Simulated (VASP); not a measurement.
# Sb (I4/mmm) in VASP: a series of runs

Sb is run at these levels: r2SCAN; tasks: single point.

All numbers are computed with VASP 6.6.1; they aren't measurements. Logs are shortened: lines on timing, memory, paths and dates and some standing lists are left out, and cuts for length are marked.

### Step 1. The cell of the first run

It takes space group I4/mmm (No. 139, tetragonal). Conventional cell: a = 3.110 Å, b = 3.110 Å, c = 5.351 Å, α = 90.00°, β = 90.00°, γ = 90.00°. Within 4.1 Å of Sb (site symmetry 4/mmm) lie 12 Sb at 3.11 to 3.46 Å.

### Step 2. Single point, r2SCAN

Contents of POSCAR:

```
Sb
1.0
   -1.5552329741      1.5552329741      2.6752861216
    1.5552329741     -1.5552329741      2.6752861216
    1.5552329741      1.5552329741     -2.6752861216
Sb
1
Direct
    0.0000000000      0.0000000000      0.0000000000
```

Contents of INCAR.step1:

```
PREC = Accurate
ENCUT = 520
ISMEAR = -1
SIGMA = 0.05
LREAL = F
LASPH = T
NELM = 100
NBANDS = 8
GGA = PE
ALGO = Normal
EDIFF = 1E-4
LWAVE = T
LCHARG = F
```

Contents of INCAR.step2:

```
PREC = Accurate
ENCUT = 520
EDIFF = 1E-6
ISMEAR = -1
SIGMA = 0.05
LREAL = F
LASPH = T
NELM = 100
ALGO = Normal
ISIF = 2
LWAVE = F
LCHARG = F
METAGGA = R2SCAN
LMIXTAU = T
NBANDS = 8
ISTART = 1
```

Contents of KPOINTS:

```
regular mesh
0
Gamma
  12 12 12
```

Potentials or basis: VASP PAW PBE potentials, release 64 (Sb).

The run is started by

```console
$ cat potpaw_PBE.64/Sb/POTCAR > POTCAR
$ cp INCAR.step1 INCAR
$ mpirun -np 1 vasp_std > vasp.out
$ cp INCAR.step2 INCAR
$ mpirun -np 1 vasp_std > vasp.out
```

OUTCAR:

```text
PREC = Accurate
   ENCUT = 520
   EDIFF = 1E-6
   ISMEAR = -1
   LREAL = F
   LASPH = T
   NELM = 100
   ISIF = 2
   METAGGA = R2SCAN
   ISTART = 1

 ion  position               nearest neighbor table
   1  0.000  0.000  0.000-

  LATTYP: Found a body centered tetragonal cell.
 ALAT       =     3.1104659482
 C/A-ratio  =     1.7201835134

  Lattice vectors:

 A1 = (  -1.5552329741,   1.5552329741,   2.6752861216)
 A2 = (   1.5552329741,  -1.5552329741,   2.6752861216)
 A3 = (   1.5552329741,   1.5552329741,  -2.6752861216)

Analysis of symmetry for initial positions (statically):
=====================================================================
 Subroutine PRICEL returns:
 Original cell was already a primitive cell.

 Routine SETGRP: Setting up the symmetry group for a
 body centered tetragonal supercell.

 Subroutine GETGRP returns: Found 16 space group operations
 (whereof 16 operations were pure point group operations)
 out of a pool of 16 trial point group operations.

The static configuration has the point symmetry D_4h.

Analysis of symmetry for dynamics (positions and initial velocities):
=====================================================================
 Subroutine PRICEL returns:
 Original cell was already a primitive cell.

 Routine SETGRP: Setting up the symmetry group for a
 body centered tetragonal supercell.

 Subroutine GETGRP returns: Found 16 space group operations
 (whereof 16 operations were pure point group operations)
 out of a pool of 16 trial point group operations.

The dynamic configuration has the point symmetry D_4h.

 Subroutine INISYM returns: Found 16 space group operations
 (whereof 16 operations are pure point group operations),
 and found     1 'primitive' translations

----------------------------------------------------------------------------------------

                                     Primitive cell

  volume of cell :      25.8834

  direct lattice vectors                    reciprocal lattice vectors
    -1.555232974  1.555232974  2.675286122     0.000000000  0.321495241  0.186895897
     1.555232974 -1.555232974  2.675286122     0.321495241  0.000000000  0.186895897
     1.555232974  1.555232974 -2.675286122     0.321495241  0.321495241  0.000000000

  length of vectors
     3.463330051  3.463330051  3.463330051     0.371872648  0.371872648  0.454662930

  position of ions in fractional coordinates (direct lattice)
     0.000000000  0.000000000  0.000000000

  ion indices of the primitive-cell ions
   primitive index   ion index
                 1           1

----------------------------------------------------------------------------------------

 KPOINTS: regular mesh

Automatic generation of k-mesh.
 Grid dimensions read from file:
 generate k-points for:   12   12   12

 Generating k-lattice:

  Cartesian coordinates                     Fractional coordinates (reciprocal lattice)
     0.000000000  0.026791270  0.015574658     0.083333333  0.000000000 -0.000000000
     0.026791270  0.000000000  0.015574658     0.000000000  0.083333333 -0.000000000
     0.026791270  0.026791270  0.000000000     0.000000000  0.000000000  0.083333333

  Length of vectors
     0.030989387  0.030989387  0.037888578

  Shift w.r.t. Gamma in fractional coordinates (k-lattice)
     0.000000000  0.000000000  0.000000000

 Subroutine IBZKPT returns following result:
 ===========================================

 Found    163 irreducible k-points:

 Following reciprocal coordinates:
            Coordinates               Weight
  0.000000  0.000000  0.000000      1.000000
  0.083333  0.000000 -0.000000      8.000000
  0.166667  0.000000 -0.000000      8.000000
  0.250000  0.000000  0.000000      8.000000
  0.333333  0.000000 -0.000000      8.000000
  0.416667  0.000000 -0.000000      8.000000
[... 16 lines left out ...]
  0.500000  0.166667 -0.000000     16.000000
 -0.416667  0.166667  0.000000     16.000000
 [... further k-points ...]
   k-points           NKPTS =    163   k-points in BZ     NKDIM =    163   number of bands    NBANDS=      8
   number of dos      NEDOS =    301   number of ions     NIONS =      1
   total plane-waves  NPLWV =  21952
   dimension x,y,z NGX =    28 NGY =   28 NGZ =   28
   dimension x,y,z NGXF=    56 NGYF=   56 NGZF=   56
   ions per type =               1
   NGX,Y,Z   is equivalent  to a cutoff of  13.44, 13.44, 13.44 a.u.
   NGXF,Y,Z  is equivalent  to a cutoff of  26.88, 26.88, 26.88 a.u.
 SYSTEM =  unknown system
   PREC   = accura    normal or accurate (medium, high low for compatibility)
   ISTART =      1    job   : 0-new  1-cont  2-samecut
   ICHARG =      0    charge: 1-file 2-atom 10-const
   ISPIN  =      1    spin polarized calculation?
   LNONCOLLINEAR =      F non collinear calculations
   LSORBIT =      F    spin-orbit coupling
   LASPH  =      T    aspherical Exc in radial PAW
   ENCUT  =  520.0 eV  38.22 Ry    6.18 a.u.   6.44  6.44  6.44*2*pi/ulx,y,z
   NELM   =    100;   NELMIN=  2; NELMDL=  0     # of ELM steps
   EDIFF  = 0.1E-05   stopping-criterion for ELM
   LREAL  =      F    real-space projection
   EDIFFG = 0.1E-04   stopping-criterion for IOM
   NSW    =      0    number of steps for IOM
   IBRION =     -1    ionic relax: 0-MD 1-quasi-New 2-CG
   NFREE  =      0    steps in history (QN), initial steepest desc. (CG)
   ISIF   =      2    stress and relaxation
   ISYM   =      2    0-nonsym 1-usesym 2-fastsym
   POTIM  = 0.5000    time-step for ionic-motion
   TEBEG  =    0.0;   TEEND  =   0.0 temperature during run
   PSTRESS=    0.0 pullay stress
   NELECT =       5.0000    total number of electrons
   NUPDOWN=      -1.0000    fix difference up-down
   EMIN   =  10.00;   EMAX   =-10.00  energy-range for DOS
   EFERMI =   0.00;   METHOD = LEGACY
   ISMEAR =    -1;   SIGMA  =   0.05  broadening in eV -4-tet -1-fermi 0-gaus
   EFERMI_NEDOS =   21; number of points for ismear=-14 and -15
   IALGO  =     38    algorithm
   IMIX   =      4    mixing-type and parameters
     AMIX     =   0.40;   BMIX     =  1.00
     AMIX_MAG =   1.60;   BMIX_MAG =  1.00
  volume/ion in A,a.u.               =      25.88       174.67
  Fermi-wavevector in a.u.,A,eV,Ry     =   0.946363  1.788367 12.185419  0.895603
  Thomas-Fermi vector in A             =   2.074354
   LORBIT       =      0    0 simple, 1 ext, 2 COOP (PROOUT), +10 PAW based schemes
   METAGGA = R2SCAN    functional components
   LHFCALC =     F    Hartree Fock is set to
   AEXX    =    0.0000 exact exchange contribution
   IVDW    =     0    specifies the selected vdW correction
   LEPSILON=     F    determine dielectric tensor
   LRPA    =     F    only Hartree local field effects (RPA)
 non-spin polarized calculation
  energy-cutoff  :      520.00
  volume of cell :       25.88
 maximum number of plane-waves:       720
 NGX is ok and might be reduce to    28
   NGX = 13   NGY = 13   NGZ = 13

 number of electron       5.0000000 magnetization

 Free energy of the ion-electron system (eV)
  ---------------------------------------------------
  ext. energy  EPLUGINS =         0.00000000
  ---------------------------------------------------
  free energy    TOTEN  =       -25.25409992 eV

  energy without entropy =      -25.24866945  energy(sigma->0) =      -25.25138468

 E-fermi :   9.0255     XC(G=0): -10.9832

 val. band max:        9.0054368738   @ k =  -0.2500   0.0833   0.0000
 cond. band min:       9.0470966666   @ k =  -0.1667   0.4167   0.0833
 fundamental gap:      0.0416597928
 Fermi energy:         9.0255058184

 k-point     1 :       0.0000    0.0000    0.0000
  band No.  band energies     occupation
      1      -4.9270      2.00000
      2      14.1937      0.00000
      3      15.0639      0.00000
      4      15.0639      0.00000
      5      18.8692      0.00000
      6      20.4176      0.00000
      7      20.4283      0.00000
      8      20.4303      0.00000

 k-point     2 :       0.0833    0.0000   -0.0000
  band No.  band energies     occupation
      1      -4.7736      2.00000
      2      13.4322      0.00000
      3      14.0864      0.00000
      4      15.0263      0.00000
      5      18.7975      0.00000
      6      19.3119      0.00000
      7      20.3351      0.00000
      8      20.6820      0.00000

 k-point     3 :       0.1667    0.0000   -0.0000
  band No.  band energies     occupation
      1      -4.3150      2.00000
      2      10.9605      0.00000
      3      13.1496      0.00000
      4      14.9519      0.00000
      5      17.6413      0.00000
      6      19.2101      0.00000
      7      21.3478      0.00000
      8      21.3536      0.00000

 k-point     4 :       0.2500    0.0000    0.0000
  band No.  band energies     occupation
      1      -3.5589      2.00000
      2       8.2676      2.00000
      3      12.2655      0.00000
      4      14.9069      0.00000
      5      16.7542      0.00000
      6      19.1186      0.00000
      7      21.9343      0.00000
      8      22.8322      0.00000

 k-point     5 :       0.3333    0.0000   -0.0000
  band No.  band energies     occupation
      1      -2.5311      2.00000
      2       5.7621      2.00000
      3      11.5495      0.00000
      4      14.9219      0.00000
      5      16.1330      0.00000
      6      19.2343      0.00000
      7      21.3181      0.00000
      8      22.1234      0.00000

 k-point     6 :       0.4167    0.0000   -0.0000
  band No.  band energies     occupation
      1      -1.3398      2.00000
      2       3.6573      2.00000
      3      11.0914      0.00000
      4      14.9725      0.00000
      5      15.7651      0.00000
      6      19.5788      0.00000
      7      20.6588      0.00000
      8      21.0704      0.00000

 k-point     7 :       0.5000    0.0000    0.0000
  band No.  band energies     occupation
      1      -0.5935      2.00000
      2       2.6027      2.00000
      3      10.9343      0.00000
      4      15.0004      0.00000
      5      15.6432      0.00000
      6      20.0176      0.00000
      7      20.3874      0.00000
      8      20.4138      0.00000

 k-point     8 :       0.0833    0.0833   -0.0000
  band No.  band energies     occupation
      1      -4.5444      2.00000
      2      12.5342      0.00000
      3      13.3256      0.00000
      4      14.2383      0.00000
      5      18.8996      0.00000
      6      18.9025      0.00000
      7      19.8920      0.00000
      8      21.6273      0.00000

 k-point     9 :       0.1667    0.0833    0.0000
  band No.  band energies     occupation
      1      -4.0118      2.00000
      2      10.3491      0.00000
      3      12.2904      0.00000
      4      13.7618      0.00000
      5      17.8819      0.00000
      6      19.2689      0.00000
      7      20.6758      0.00000
      8      22.4838      0.00000

 k-point    10 :       0.2500    0.0833   -0.0000
  band No.  band energies     occupation
      1      -3.1864      2.00000
      2       7.7444      2.00000
      3      11.5672      0.00000
      4      13.5121      0.00000
      5      17.0546      0.00000
      6      19.4688      0.00000
      7      21.0779      0.00000
      8      22.0662      0.00000
[... 78 lines left out ...]
 k-point    18 :      -0.0833    0.0833    0.0000
  band No.  band energies     occupation
      1      -4.6963      2.00000
      2      13.7541      0.00000
      3      13.8295      0.00000
      4      14.2648      0.00000
      5      18.3276      0.00000
      6      19.8609      0.00000
      7      20.3077      0.00000
      8      20.5316      0.00000

 k-point    19 :       0.1667    0.1667   -0.0000
  band No.  band energies     occupation
      1      -3.4085      2.00000
      2       9.6621      0.00001
      3      10.3972      0.00000
      4      12.6454      0.00000
      5      18.3790      0.00000
      6      19.0469      0.00000
      7      21.1331      0.00000
      8      21.5093      0.00000

 k-point    20 :       0.2500    0.1667   -0.0000
  band No.  band energies     occupation
      1      -2.5206      2.00000
      2       7.4774      2.00000
      3       9.8633      0.00000
      4      11.9322      0.00000
      5      17.7294      0.00000
      6      19.2082      0.00000
      7      20.8380      0.00000
      8      22.1968      0.00000

 k-point    21 :       0.3333    0.1667    0.0000
  band No.  band energies     occupation
      1      -1.4007      2.00000
      2       5.2061      2.00000
      3       9.7764      0.00000
      4      11.5562      0.00000
      5      16.9749      0.00000
      6      18.5271      0.00000
      7      21.9439      0.00000
      8      22.8991      0.00000

 k-point    22 :       0.4167    0.1667    0.0000
  band No.  band energies     occupation
      1      -0.2990      2.00000
      2       3.4920      2.00000
      3       9.8255      0.00000
      4      11.5409      0.00000
      5      16.3616      0.00000
      6      18.0774      0.00000
      7      22.6268      0.00000
      8      23.8994      0.00000

 k-point    23 :       0.5000    0.1667   -0.0000
  band No.  band energies     occupation
      1      -0.2757      2.00000
      2       3.4447      2.00000
      3      10.0201      0.00000
      4      11.8017      0.00000
      5      16.0390      0.00000
      6      17.9527      0.00000
      7      22.0432      0.00000
      8      23.5162      0.00000

 k-point    24 :      -0.4167    0.1667    0.0000
  band No.  band energies     occupation
      1      -1.3716      2.00000
      2       5.1074      2.00000
      3      10.4092      0.00000
      4      12.1648      0.00000
      5      16.1353      0.00000
      6      18.0811      0.00000
      7      20.2992      0.00000
      8      23.8148      0.00000

 [... further k-points ...]
[... 5 lines left out ...]
  --------------------------------------------------------------------------------------
  -------------------------------------------------------------------------------------
  Total        0.6665415      0.6665415      0.7231798      0.0000000     -0.0000000      0.0000000
  in kB       41.2588053     41.2588053     44.7647040      0.0000000     -0.0000000      0.0000000
  external PRESSURE =      42.4274382 kB  Pullay stress =       0.0000000 kB

 VOLUME and BASIS-vectors are now :
 -----------------------------------------------------------------------------
  energy-cutoff  :      520.00
  volume of cell :       25.88
      direct lattice vectors                 reciprocal lattice vectors
    -1.555232974  1.555232974  2.675286122     0.000000000  0.321495241  0.186895897
     1.555232974 -1.555232974  2.675286122     0.321495241  0.000000000  0.186895897
     1.555232974  1.555232974 -2.675286122     0.321495241  0.321495241  0.000000000

 POSITION                                       TOTAL-FORCE (eV/Angst)
 -----------------------------------------------------------------------------------
      0.00000      0.00000      0.00000        -0.000000      0.000000     -0.000000
 -----------------------------------------------------------------------------------
    total drift:                                0.000000     -0.000000      0.000000

  FREE ENERGIE OF THE ION-ELECTRON SYSTEM (eV)
  ---------------------------------------------------
  free  energy   TOTEN  =       -25.2540999176 eV

  energy  without entropy=      -25.2486694476  energy(sigma->0) =      -25.25138468
```

It took 55 s on 1 thread of Intel Xeon 6975P-C (Granite Rapids), shared host; peak memory 0.18 GiB.

Results:

```
Free energy : -25.2541 eV
Pressure    : 4.2 GPa
```

Stress tensor (GPa, compression positive):
```
4.13 0.00 0.00
0.00 4.13 0.00
0.00 0.00 4.48
```

Caveat: the PAW data sets were made with another functional, which shifts forces and pressure a little; spin-orbit coupling is left out, which moves the levels of the heavy elements.

(Continued in part 2 of 2.)
